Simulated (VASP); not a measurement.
A run of VASP 6.6.1 is set up as follows.

File INCAR:

```
  PREC = Accurate
  ENCUT = 520
  EDIFF = 1E-7
  ISMEAR = -1
  SIGMA = 0.08
  LREAL = False
  LASPH = True
  NELM = 100
  ALGO = Normal
  ISIF = 2
  LWAVE = False
  LCHARG = True
  GGA = PE
  LELF = True
  LVHAR = True
  NBANDS = 15
```

Contents of KPOINTS:

```
Automatic mesh
0
Gamma
  16 16 16
```

The input POSCAR:

```
TaN
1.0
    0.0000000000      2.1559194455      2.1559194455
    2.1559194455      0.0000000000      2.1559194455
    2.1559194455      2.1559194455      0.0000000000
Ta N
1 1
Direct
    0.0000000000      0.0000000000      0.0000000000
    0.5000000000      0.5000000000      0.5000000000
```

Potentials or basis: VASP PAW PBE potentials, release 64 (Ta_pv, N).

Command:

```console
$ cat potpaw_PBE.64/Ta_pv/POTCAR potpaw_PBE.64/N/POTCAR > POTCAR
$ mpirun -np 1 vasp_std > vasp.out
```

(1) Predict the pressure.

(2) What does it give for the band gap on the k mesh?

## Answers

(1) 29.2 GPa.

(2) zero (bands 8 and 9 overlap by 4.37 eV).

Caveat: the cell stands under pressure; spin-orbit coupling is left out, which moves the levels of the heavy elements.
